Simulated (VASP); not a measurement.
Wanted: the native input for a VASP 6.6.1 run.

- Task: single point
- Functional: LDA
- Potentials or basis: VASP PAW LDA potentials, release 64 (Ba_sv, Li_sv, F)
- Cutoff: 520 eV
- k mesh: 6 × 6 × 6
- Occupations: gaussian, width 0.05 eV
- Spin: no spin polarisation
- Dipole correction: no
- Further INCAR settings: ALGO = Normal; EDIFF = 1e-07; NBANDS = 25

The structure of BaLiF3 lies in POSCAR:

```
BaLiF3
1.0
    4.1082390892      0.0000000000      0.0000000000
    0.0000000000      4.1082390892      0.0000000000
    0.0000000000      0.0000000000      3.9287529154
Ba Li F
1 1 3
Direct
    0.0000000000      0.0000000000      0.0000000000
    0.5000000000      0.5000000000      0.5000000000
    0.0000000000      0.5000000000      0.5000000000
    0.5000000000      0.5000000000      0.0000000000
    0.5000000000      0.0000000000      0.5000000000
```

This cell differs from its parent crystal: strain +0.030 along x and y, -0.015 along z.

These files were run (other wordings do the same):

INCAR

```
PREC = Accurate ; ENCUT = 520
EDIFF = 1E-7 ; ISMEAR = 0
SIGMA = 0.05 ; LREAL = False
LASPH = True ; NELM = 100
ALGO = Normal ; ISIF = 2
LWAVE = False ; LCHARG = False
NBANDS = 25
```

KPOINTS

```
regular mesh
0
Gamma
  6 6 6
```

Potentials or basis: VASP PAW LDA potentials, release 64 (Ba_sv, Li_sv, F).

Launch:

```bash
$ cat potpaw_LDA.64/Ba_sv/POTCAR potpaw_LDA.64/Li_sv/POTCAR potpaw_LDA.64/F/POTCAR > POTCAR
$ mpirun -np 1 vasp_std > vasp.out
```

It gave:

```yaml
Band_gap_on_the_k_mesh: 6.16 eV
```

Caveat: the cell differs from its parent crystal (strain +0.030 along x and y, -0.015 along z); spin-orbit coupling is left out, which moves the levels of the heavy elements.

Wall time 22 s on 1 thread of Intel(R) Xeon(R) 6975P-C (Granite Rapids) (shared host), peak memory 0.19 GiB.
